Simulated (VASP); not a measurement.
NaF:

```
Na F
1.0
     2.79349    0.00000    0.00000
     0.00000    2.79349    0.00000
     0.00000    0.00000    2.79349
Na F
1 1
Direct
  0.00000 0.00000 0.00000
  0.50000 0.50000 0.50000
```

Base run:

```yaml
Program: VASP 6.6.1
Functional: PBEsol
Potentials_or_basis: VASP PAW PBE potentials, release 64 (Na_pv, F)
Cutoff: 520 eV
k_mesh: 6 × 6 × 6
Occupations: gaussian, width 0.01 eV
Spin: no spin polarisation
```

Its results: band gap on the k mesh 5.98 eV, indirect (least direct gap 6.32 eV); pressure 1.4 GPa.

Task: The run is repeated on the same cell with these changes: functional from PBEsol to r2SCAN; further incar settings from ALGO = Normal; EDIFF = 1e-07; NBANDS = 14 to ALGO = Normal; EDIFF = 1e-06; NBANDS = 14. What comes out?

Result: Band gap on the k mesh 7.12 eV, indirect (least direct gap 7.45 eV); pressure -0.8 GPa.

Caveats: the PAW data sets were made with another functional, which shifts forces and pressure a little.

A k mesh can miss the band edges.
